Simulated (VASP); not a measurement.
Here is a VASP 6.6.1 calculation.

Contents of INCAR:

```
PREC     = Accurate       # precision mode
ENCUT    = 520            # plane-wave cutoff, eV
EDIFF    = 1E-6           # SCF threshold, eV
ISMEAR   = 0              # smearing method
SIGMA    = 0.15           # smearing width, eV
LREAL    = False          # projectors in reciprocal space
LASPH    = True           # aspherical terms in the spheres
NELM     = 100            # most SCF steps
ALGO     = Normal         # electronic algorithm
ISIF     = 2              # what is computed and relaxed
LWAVE    = False          # write WAVECAR
LCHARG   = True           # write CHGCAR
GGA      = PE             # functional
LELF     = True           # ELF
LVHAR    = True         
NBANDS   = 11             # bands
```

Contents of KPOINTS:

```
Automatic mesh
0
Gamma
  14 14 14
```

The input POSCAR:

```
Sr
1.0
   -2.4250000000      2.4250000000      2.6190000000
    2.4250000000     -2.4250000000      2.6190000000
    2.4250000000      2.4250000000     -2.6190000000
Sr
1
Direct
    0.0000000000      0.0000000000      0.0000000000
```

Potentials or basis: VASP PAW PBE potentials, release 64 (Sr_sv).

The run is started by

```bash
$ cat potpaw_PBE.64/Sr_sv/POTCAR > POTCAR
$ mpirun -np 1 vasp_std > vasp.out
```

**Question.** Predict the pressure.

**Answer.** -1.2 GPa.

**Question.** What does it give for the band gap on the k mesh?

**Answer.** Zero (band 5 reaches 1.41 eV, above the bottom of band 6 at 1.23 eV).

Stress tensor (GPa, compression positive):
```
-1.19  0.00  0.00
 0.00 -1.19  0.00
 0.00  0.00 -1.12
```

Caveat: the cell differs from its parent crystal (strain +0.000 along x and y, +0.080 along z).
